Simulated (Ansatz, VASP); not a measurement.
## NiO: VASP beside Ansatz

```
Ni O
1.0
     0.00000    2.13384    2.13384
     2.13384    0.00000    2.13384
     2.13384    2.13384    0.00000
Ni O
1 1
Direct
  0.00000 0.00000 0.00000
  0.50000 0.50000 0.50000
```

Alike in both runs: task single point; functional PBE; k mesh 10 × 10 × 10; occupations gaussian, width 0.05 eV; collinear spin; Hubbard terms Ni d U = 6.2 eV.

|  | VASP | Ansatz |
| --- | --- | --- |
| version | VASP 6.6.1 | Ansatz 0.2.0 |
| potentials or method | VASP PAW PBE potentials, release 64 (Ni_sv_GW, O), cutoff 600 eV | scalar-relativistic, plane waves, PAW |
| valence electrons in the cell | 24 | 24 |

|  | VASP | Ansatz | Ansatz less VASP |
| --- | --- | --- | --- |
| gap on the k mesh at the Fermi level (eV) | 2.00 | 1.94 | -0.062 |
| least direct gap on the mesh (eV) | 3.16 | 2.89 | -0.273 |
| pressure (GPa) | -3.7 | 0.0 | +3.71 |
| net moment per atom (μB) | 1.00 | 1.00 | 0.000 |
| size of the moment on the site where the two differ most (μB) | 1.80 | 1.74 | -0.060 |

Site moments also hang on the region over which each program counts them. The programs project onto different local orbitals, so the same U acts differently, and such runs can settle in different states. Ansatz's warnings: stability check not made.
